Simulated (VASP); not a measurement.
# OsC3 (Pm-3m) in VASP: further runs

OsC3 is run at these levels: PBE; tasks: relaxation of cell and atoms, single point.

Program: VASP 6.6.1. These are calculated values, not measurements. Logs are shortened: lines on timing, memory, paths and dates and some standing lists are left out, and cuts for length are marked.

### 1 The cell of the first run

Symmetry: Pm-3m, No. 221, cubic system. Conventional cell: a = 3.277 Å, b = 3.277 Å, c = 3.277 Å, α = 90.00°, β = 90.00°, γ = 90.00°. Os (site symmetry m-3m) has 12 C at 2.32 Å within 3.1 Å. Within 3.1 Å of C (site symmetry 4/mmm) lie 4 Os at 2.32 Å and 8 C at 2.32 Å.

### 2 Relaxation of cell and atoms, PBE

INCAR

```
SYSTEM = OsC3
ALGO = Normal
EDIFF = 1E-6
EDIFFG = -0.04
ENCUT = 600
GGA = PE
IBRION = 2
ISIF = 3
ISMEAR = 0
LASPH = .TRUE.
LCHARG = .FALSE.
LREAL = .FALSE.
LWAVE = .FALSE.
NELM = 100
NSW = 90
PREC = Accurate
SIGMA = 0.1
```

KPOINTS

```
k-points
0
G
  6 6 6
  0 0 0
```

POSCAR

```
OsC3
1.0
    3.2774569240      0.0000000000      0.0000000000
    0.0000000000      3.2774569240      0.0000000000
    0.0000000000      0.0000000000      3.2774569240
Os C
1 3
Direct
    0.0000000000      0.0000000000      0.0000000000
    0.0000000000      0.5000000000      0.5000000000
    0.5000000000      0.0000000000      0.5000000000
    0.5000000000      0.5000000000      0.0000000000
```

Potentials or basis: VASP PAW PBE potentials, release 64 (Os, C).

Command:

```
> cat potpaw_PBE.64/Os/POTCAR potpaw_PBE.64/C/POTCAR > POTCAR
> mpirun -np 1 vasp_std > vasp.out
```

OUTCAR:

```text
SYSTEM = OsC3
   EDIFF = 1E-6
   EDIFFG = -0.04
   ENCUT = 600
   GGA = PE
   IBRION = 2
   ISIF = 3
   ISMEAR = 0
   LASPH = .TRUE.
   LREAL = .FALSE.
   NELM = 100
   NSW = 90
   PREC = Accurate

 ion  position               nearest neighbor table
   1  0.000  0.000  0.000-   2 2.32   3 2.32   4 2.32   2 2.32   3 2.32   2 2.32   4 2.32   2 2.32
                             3 2.32   4 2.32   3 2.32   4 2.32
   2  0.000  0.500  0.500-   1 2.32   1 2.32   1 2.32   1 2.32
   3  0.500  0.000  0.500-   1 2.32   1 2.32   1 2.32   1 2.32
   4  0.500  0.500  0.000-   1 2.32   1 2.32   1 2.32   1 2.32

  LATTYP: Found a simple cubic cell.
 ALAT       =     3.2774569240

  Lattice vectors:

 A1 = (   3.2774569240,   0.0000000000,   0.0000000000)
 A2 = (   0.0000000000,   3.2774569240,   0.0000000000)
 A3 = (   0.0000000000,   0.0000000000,   3.2774569240)

Analysis of symmetry for initial positions (statically):
=====================================================================
 Subroutine PRICEL returns:
 Original cell was already a primitive cell.

 Routine SETGRP: Setting up the symmetry group for a
 simple cubic supercell.

 Subroutine GETGRP returns: Found 48 space group operations
 (whereof 48 operations were pure point group operations)
 out of a pool of 48 trial point group operations.

The static configuration has the point symmetry O_h .

Analysis of symmetry for dynamics (positions and initial velocities):
=====================================================================
 Subroutine PRICEL returns:
 Original cell was already a primitive cell.

 Routine SETGRP: Setting up the symmetry group for a
 simple cubic supercell.

 Subroutine GETGRP returns: Found 48 space group operations
 (whereof 48 operations were pure point group operations)
 out of a pool of 48 trial point group operations.

The dynamic configuration has the point symmetry O_h .

 Subroutine INISYM returns: Found 48 space group operations
 (whereof 48 operations are pure point group operations),
 and found     1 'primitive' translations

----------------------------------------------------------------------------------------

                                     Primitive cell

  volume of cell :      35.2055

  direct lattice vectors                    reciprocal lattice vectors
     3.277456924  0.000000000  0.000000000     0.305114613  0.000000000  0.000000000
     0.000000000  3.277456924  0.000000000     0.000000000  0.305114613  0.000000000
     0.000000000  0.000000000  3.277456924     0.000000000  0.000000000  0.305114613

  length of vectors
     3.277456924  3.277456924  3.277456924     0.305114613  0.305114613  0.305114613

  position of ions in fractional coordinates (direct lattice)
     0.000000000  0.000000000  0.000000000
     0.000000000  0.500000000  0.500000000
     0.500000000  0.000000000  0.500000000
     0.500000000  0.500000000  0.000000000

  ion indices of the primitive-cell ions
   primitive index   ion index
                 1           1
                 2           2
                 3           3
                 4           4

----------------------------------------------------------------------------------------

 KPOINTS: k-points

Automatic generation of k-mesh.
 Grid dimensions read from file:
 generate k-points for:    6    6    6

 Generating k-lattice:

  Cartesian coordinates                     Fractional coordinates (reciprocal lattice)
     0.050852435  0.000000000  0.000000000     0.166666667  0.000000000  0.000000000
     0.000000000  0.050852435  0.000000000     0.000000000  0.166666667  0.000000000
     0.000000000  0.000000000  0.050852435     0.000000000  0.000000000  0.166666667

  Length of vectors
     0.050852435  0.050852435  0.050852435

  Shift w.r.t. Gamma in fractional coordinates (k-lattice)
     0.000000000  0.000000000  0.000000000

 Subroutine IBZKPT returns following result:
 ===========================================

 Found     20 irreducible k-points:

 Following reciprocal coordinates:
            Coordinates               Weight
  0.000000  0.000000  0.000000      1.000000
  0.166667  0.000000  0.000000      6.000000
  0.333333  0.000000  0.000000      6.000000
  0.500000  0.000000  0.000000      3.000000
  0.166667  0.166667  0.000000     12.000000
  0.333333  0.166667  0.000000     24.000000
[... 12 lines left out ...]
  0.500000  0.500000  0.333333      6.000000
  0.500000  0.500000  0.500000      1.000000
   k-points           NKPTS =     20   k-points in BZ     NKDIM =     20   number of bands    NBANDS=     14
   number of dos      NEDOS =    301   number of ions     NIONS =      4
   total plane-waves  NPLWV =  21952
   dimension x,y,z NGX =    28 NGY =   28 NGZ =   28
   dimension x,y,z NGXF=    56 NGYF=   56 NGZF=   56
   ions per type =               1   3
   NGX,Y,Z   is equivalent  to a cutoff of  14.20, 14.20, 14.20 a.u.
   NGXF,Y,Z  is equivalent  to a cutoff of  28.41, 28.41, 28.41 a.u.
 SYSTEM =  OsC3
   PREC   = accura    normal or accurate (medium, high low for compatibility)
   ISTART =      0    job   : 0-new  1-cont  2-samecut
   ICHARG =      2    charge: 1-file 2-atom 10-const
   ISPIN  =      1    spin polarized calculation?
   LNONCOLLINEAR =      F non collinear calculations
   LSORBIT =      F    spin-orbit coupling
   LASPH  =      T    aspherical Exc in radial PAW
   ENCUT  =  600.0 eV  44.10 Ry    6.64 a.u.   6.55  6.55  6.55*2*pi/ulx,y,z
   NELM   =    100;   NELMIN=  2; NELMDL= -5     # of ELM steps
   EDIFF  = 0.1E-05   stopping-criterion for ELM
   LREAL  =      F    real-space projection
   EDIFFG = -.4E-01   stopping-criterion for IOM
   NSW    =     90    number of steps for IOM
   IBRION =      2    ionic relax: 0-MD 1-quasi-New 2-CG
   NFREE  =      1    steps in history (QN), initial steepest desc. (CG)
   ISIF   =      3    stress and relaxation
   ISYM   =      2    0-nonsym 1-usesym 2-fastsym
   POTIM  = 0.5000    time-step for ionic-motion
   TEBEG  =    0.0;   TEEND  =   0.0 temperature during run
   PSTRESS=    0.0 pullay stress
   NELECT =      20.0000    total number of electrons
   NUPDOWN=      -1.0000    fix difference up-down
   EMIN   =  10.00;   EMAX   =-10.00  energy-range for DOS
   EFERMI =   0.00;   METHOD = LEGACY
   ISMEAR =     0;   SIGMA  =   0.10  broadening in eV -4-tet -1-fermi 0-gaus
   EFERMI_NEDOS =   21; number of points for ismear=-14 and -15
   IALGO  =     38    algorithm
   IMIX   =      4    mixing-type and parameters
     AMIX     =   0.40;   BMIX     =  1.00
     AMIX_MAG =   1.60;   BMIX_MAG =  1.00
  volume/ion in A,a.u.               =       8.80        59.39
  Fermi-wavevector in a.u.,A,eV,Ry     =   1.355859  2.562202 25.012317  1.838353
  Thomas-Fermi vector in A             =   2.482911
   LORBIT       =      0    0 simple, 1 ext, 2 COOP (PROOUT), +10 PAW based schemes
   GGA     = PE    functional components
   LHFCALC =     F    Hartree Fock is set to
   AEXX    =    0.0000 exact exchange contribution
   IVDW    =     0    specifies the selected vdW correction
   LEPSILON=     F    determine dielectric tensor
   LRPA    =     F    only Hartree local field effects (RPA)
 conjugate gradient relaxation of ions
 non-spin polarized calculation
 Gauss-broadening in eV      SIGMA  =   0.10
  energy-cutoff  :      600.00
  volume of cell :       35.21
 maximum number of plane-waves:      1208
 NGX is ok and might be reduce to    28
   NGX = 13   NGY = 13   NGZ = 13

--------------------------------------- Ionic step        1  -------------------------------------------

 number of electron      20.0000000 magnetization

 Free energy of the ion-electron system (eV)
  ---------------------------------------------------
  ext. energy  EPLUGINS =         0.00000000
  ---------------------------------------------------
  free energy    TOTEN  =       -26.30913906 eV

  energy without entropy =      -26.30221201  energy(sigma->0) =      -26.30567554

------------------------ aborting loop because EDIFF is reached ----------------------------------------

  FORCE on cell =-STRESS in cart. coord.  units (eV):
  Direction    XX          YY          ZZ          XY          YZ          ZX
  --------------------------------------------------------------------------------------
  -------------------------------------------------------------------------------------
  Total       -1.1625758     -1.1625758     -1.1625758     -0.0000000      0.0000000      0.0000000
  in kB      -52.9079438    -52.9079438    -52.9079438     -0.0000000      0.0000000      0.0000000
  external PRESSURE =     -52.9079438 kB  Pullay stress =       0.0000000 kB
[... 61 lines left out ...]
  energy  without entropy=      -26.2964003211  energy(sigma->0) =      -26.30065144

--------------------------------------- Ionic step        3  -------------------------------------------

 number of electron      20.0000000 magnetization

 Free energy of the ion-electron system (eV)
  ---------------------------------------------------
  ext. energy  EPLUGINS =         0.00000000
  ---------------------------------------------------
  free energy    TOTEN  =       -26.32065287 eV

  energy without entropy =      -26.31348058  energy(sigma->0) =      -26.31706672

 E-fermi :   8.9907     XC(G=0): -13.3614

 val. band max:        8.8400466223   @ k =   0.3333   0.1667   0.1667
 cond. band min:       9.0193092656   @ k =   0.3333   0.3333   0.1667
 fundamental gap:      0.1792626434
 Fermi energy:         8.9906891128

 k-point     1 :       0.0000    0.0000    0.0000
  band No.  band energies     occupation
      1      -8.3205      2.00000
      2      -0.1034      2.00000
      3      -0.1034      2.00000
      4       3.5502      2.00000
      5       3.5502      2.00000
      6       3.5502      2.00000
      7       6.8655      2.00000
      8       6.8655      2.00000
      9       6.8655      2.00000
     10       9.1698      0.01131
     11       9.1698      0.01131
     12       9.4508      0.00000
     13       9.4508      0.00000
     14       9.4508      0.00000
[... 352 lines left out ...]
  FREE ENERGIE OF THE ION-ELECTRON SYSTEM (eV)
  ---------------------------------------------------
  free  energy   TOTEN  =       -26.3206528690 eV

  energy  without entropy=      -26.3134805763  energy(sigma->0) =      -26.31706672

 reached required accuracy - stopping structural energy minimisation
```

It took 26 s on 1 thread of Intel Xeon Platinum 8375C at 2.90GHz (Ice Lake), shared host; peak memory 0.17 GiB.

What came out:

```yaml
Free_energy: -26.3207 eV
Relaxed_volume: 8.63 Å³/atom
Relaxed_cell: a = 3.256 Å, b = 3.256 Å, c = 3.256 Å, α = 90.00°, β = 90.00°, γ = 90.00°
Space_group_after_relaxing_to_0.1_Å: Pm-3m (No. 221)
Energy_gained_by_relaxing: 2.9 meV/atom
Ionic_steps: 3
Pressure_after_relaxing: 0.0 GPa
Band_gap_on_the_k_mesh: zero (bands 10 and 11 overlap by 2.31 eV)
```

Step by step:
| step | energy change (eV) | largest force (eV/Å) | pressure (GPa) | volume (Å³) |
| --- | --- | --- | --- | --- |
| 1 | 0.0000 | 0.0000 | -5.29 | 35.21 |
| 2 | 0.0042 | 0.0000 | 6.62 | 33.75 |
| 3 | -0.0115 | 0.0000 | -0.03 | 34.52 |

Final structure:
```cif
data_structure
_symmetry_space_group_name_H-M 'P 1'
_symmetry_Int_Tables_number 1
_cell_length_a 3.2562
_cell_length_b 3.2562
_cell_length_c 3.2562
_cell_angle_alpha 90.000
_cell_angle_beta 90.000
_cell_angle_gamma 90.000
_cell_volume 34.52
loop_
_atom_site_label
_atom_site_type_symbol
_atom_site_fract_x
_atom_site_fract_y
_atom_site_fract_z
_atom_site_occupancy
Os1 Os 0.00000 0.00000 0.00000 1
C1 C 0.00000 0.50000 0.50000 1
C2 C 0.50000 0.00000 0.50000 1
C3 C 0.50000 0.50000 0.00000 1
```

Caveat: spin-orbit coupling is left out, which moves the levels of the heavy elements.

### 3 Single point, PBE

This run uses another cell than the first one, of 8.57 Å³/atom.

INCAR

```
SYSTEM = OsC3
PREC = Accurate ; ENCUT = 520
EDIFF = 1E-6 ; ISMEAR = 0
SIGMA = 0.1 ; LREAL = .False.
LASPH = .True. ; NELM = 100
ALGO = Normal ; ISIF = 2
LWAVE = .False. ; LCHARG = .True.
GGA = PE ; LELF = .True.
LVHAR = .True. ; NBANDS = 18
```

KPOINTS

```
Automatic mesh
0
Gamma
  14 14 14
  0 0 0
```

POSCAR

```
OsC3
1.0
    3.2480862702      0.0000000000      0.0000000000
    0.0000000000      3.2480862702      0.0000000000
    0.0000000000      0.0000000000      3.2480862702
Os C
1 3
Direct
    0.0000000000      0.0000000000      0.0000000000
    0.0000000000      0.5000000000      0.5000000000
    0.5000000000      0.0000000000      0.5000000000
    0.5000000000      0.5000000000      0.0000000000
```

Potentials or basis: VASP PAW PBE potentials, release 64 (Os, C).

Command:

```
> cat potpaw_PBE.64/Os/POTCAR potpaw_PBE.64/C/POTCAR > POTCAR
> mpirun -np 1 vasp_std > vasp.out
```

OUTCAR:

```text
SYSTEM = OsC3
   PREC = Accurate
   ENCUT = 520
   EDIFF = 1E-6
   ISMEAR = 0
   LREAL = .False.
   LASPH = .True.
   NELM = 100
   ISIF = 2
   GGA = PE

 ion  position               nearest neighbor table
   1  0.000  0.000  0.000-   2 2.30   3 2.30   4 2.30   2 2.30   3 2.30   2 2.30   4 2.30   2 2.30
                             3 2.30   4 2.30   3 2.30   4 2.30
   2  0.000  0.500  0.500-   1 2.30   1 2.30   1 2.30   1 2.30
   3  0.500  0.000  0.500-   1 2.30   1 2.30   1 2.30   1 2.30
   4  0.500  0.500  0.000-   1 2.30   1 2.30   1 2.30   1 2.30

  LATTYP: Found a simple cubic cell.
[... 697 lines left out ...]
 [... further k-points ...]
[... 5 lines left out ...]
  --------------------------------------------------------------------------------------
  -------------------------------------------------------------------------------------
  Total        0.4574366      0.4574366      0.4574366     -0.0000000     -0.0000000     -0.0000000
  in kB       21.3874396     21.3874396     21.3874396     -0.0000000     -0.0000000     -0.0000000
  external PRESSURE =      21.3874396 kB  Pullay stress =       0.0000000 kB

 VOLUME and BASIS-vectors are now :
 -----------------------------------------------------------------------------
  energy-cutoff  :      520.00
  volume of cell :       34.27
      direct lattice vectors                 reciprocal lattice vectors
     3.248086270  0.000000000  0.000000000     0.307873596  0.000000000  0.000000000
     0.000000000  3.248086270  0.000000000     0.000000000  0.307873596  0.000000000
     0.000000000  0.000000000  3.248086270     0.000000000  0.000000000  0.307873596

 POSITION                                       TOTAL-FORCE (eV/Angst)
 -----------------------------------------------------------------------------------
      0.00000      0.00000      0.00000         0.000000      0.000000      0.000000
      0.00000      1.62404      1.62404         0.000000      0.000000      0.000000
      1.62404      0.00000      1.62404         0.000000      0.000000      0.000000
      1.62404      1.62404      0.00000         0.000000      0.000000      0.000000
 -----------------------------------------------------------------------------------
    total drift:                                0.000000     -0.000000     -0.000000

  FREE ENERGIE OF THE ION-ELECTRON SYSTEM (eV)
  ---------------------------------------------------
  free  energy   TOTEN  =       -26.3669442569 eV

  energy  without entropy=      -26.3552865331  energy(sigma->0) =      -26.36111539
```

OSZICAR:

```text
N       E                     dE             d eps       ncg     rms          rms(c)
DAV:   1     0.776374160325E+02    0.77637E+02   -0.98645E+03  4496   0.105E+03
DAV:   2    -0.241659461395E+02   -0.10180E+03   -0.94878E+02  5104   0.247E+02
DAV:   3    -0.299981415914E+02   -0.58322E+01   -0.55583E+01  4806   0.508E+01
DAV:   4    -0.301107197447E+02   -0.11258E+00   -0.11196E+00  4784   0.740E+00
DAV:   5    -0.301119039649E+02   -0.11842E-02   -0.11840E-02  4774   0.734E-01    0.329E+01
DAV:   6    -0.305067549255E+02   -0.39485E+00   -0.63714E+01  5908   0.418E+01    0.208E+01
DAV:   7    -0.263739618358E+02    0.41328E+01   -0.10038E+01  5590   0.292E+01    0.102E+01
DAV:   8    -0.264258759939E+02   -0.51914E-01   -0.98569E-01  4548   0.590E+00    0.356E+00
DAV:   9    -0.263666521235E+02    0.59224E-01   -0.22427E-01  5740   0.318E+00    0.367E-01
DAV:  10    -0.263669312728E+02   -0.27915E-03   -0.78921E-03  4482   0.627E-01    0.204E-01
DAV:  11    -0.263669627967E+02   -0.31524E-04   -0.14514E-04  4518   0.877E-02    0.538E-02
DAV:  12    -0.263669462060E+02    0.16591E-04   -0.83210E-05  6022   0.613E-02    0.213E-02
DAV:  13    -0.263669442599E+02    0.19461E-05   -0.76646E-06  4484   0.175E-02    0.659E-03
DAV:  14    -0.263669442569E+02    0.29933E-08   -0.34982E-07  2234   0.438E-03
   1 F= -.26366944E+02 E0= -.26361115E+02  d E =-.116577E-01
```

stdout:

```text
POSCAR found type information on POSCAR OsC
 POSCAR found :  2 types and       4 ions
 scaLAPACK will be used
 LDA part: xc-table for (Slater+PW92), standard interpolation
 POSCAR, INCAR and KPOINTS ok, starting setup
 FFT: planning ... GRIDC
 FFT: planning ... GRID_SOFT
 FFT: planning ... GRID
 WAVECAR not read
 entering main loop
```

Run time: 30 s. Hardware: 1 thread of Intel Xeon Platinum 8375C at 2.90GHz (Ice Lake), shared host; peak memory 0.19 GiB.

What came out:

```yaml
Free_energy: -26.3669 eV
Pressure: 2.1 GPa
Band_gap_on_the_k_mesh: zero (bands 10 and 11 overlap by 2.44 eV)
```

Levels at points of the mesh, in eV from the Fermi level:
| k point | band 7 | band 8 | band 9 | band 10 | band 11 | band 12 | band 13 | band 14 |
| --- | --- | --- | --- | --- | --- | --- | --- | --- |
| (0.00, 0.00, 0.00) | -2.15 | -2.15 | -2.15 | 0.21 | 0.21 | 0.46 | 0.46 | 0.46 |
| (0.50, 0.00, 0.00) | -2.06 | -1.95 | -1.73 | -1.73 | 0.53 | 1.13 | 1.43 | 1.43 |
| (0.50, 0.50, 0.00) | -2.00 | -1.51 | -1.00 | -0.46 | -0.36 | -0.36 | 1.70 | 4.79 |
| (0.50, 0.50, 0.50) | -6.52 | -0.70 | -0.70 | 1.74 | 1.74 | 1.74 | 2.49 | 4.20 |

Caveat: spin-orbit coupling is left out, which moves the levels of the heavy elements.

[end of part 1 of 2]

The gap in the log of VASP goes by the Fermi energy; the results here count the filled bands.